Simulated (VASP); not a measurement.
Wanted: the native input for a VASP 6.6.1 run.

```
Task                   : single point
Functional             : PBE
Potentials or basis    : VASP PAW PBE potentials, release 64 (Zr_sv, Nb_sv, P)
Cutoff                 : 520 eV
k mesh                 : 6 × 6 × 4
Occupations            : gaussian, width 0.1 eV
Spin                   : no spin polarisation
Dipole correction      : no
Further INCAR settings : ALGO = Normal; EDIFF = 1e-06; NBANDS = 26
```

The structure of ZrNbP2 lies in POSCAR:

```
ZrNbP2
1.0
    4.5052830231      0.0000000000      0.0000000000
   -2.2526415116      3.9016895493      0.0000000000
    0.0000000000      0.0000000000      5.0130187643
Zr Nb P
1 1 2
Direct
    0.0000000000      0.0000000000      0.0000000000
    0.0000000000      0.0000000000      0.5000000000
    0.3333333333      0.6666666667      0.5000000000
    0.6666666667      0.3333333333      0.5000000000
```

The input as run:

INCAR

```
SYSTEM = ZrNbP2
  PREC = Accurate
  ENCUT = 520
  EDIFF = 1E-6
  ISMEAR = 0
  SIGMA = 0.1
  LREAL = .False.
  LASPH = .True.
  NELM = 100
  ALGO = Normal
  ISIF = 2
  LWAVE = .False.
  LCHARG = .False.
  GGA = PE
  NBANDS = 26
```

KPOINTS

```
Automatic mesh
0
Gamma
  6 6 4
  0 0 0
```

Potentials or basis: VASP PAW PBE potentials, release 64 (Zr_sv, Nb_sv, P).

Launch:

```console
$ cat potpaw_PBE.64/Zr_sv/POTCAR potpaw_PBE.64/Nb_sv/POTCAR potpaw_PBE.64/P/POTCAR > POTCAR
$ mpirun -np 1 vasp_std > vasp.out
```

It gave:

| Quantity | Value |
| --- | --- |
| Pressure | -0.2 GPa |

It took 62 s on 1 thread of Intel(R) Xeon(R) Platinum 8259CL CPU @ 2.50GHz (Skylake/Cascade Lake), with other jobs on the host, peak memory 0.24 GiB.
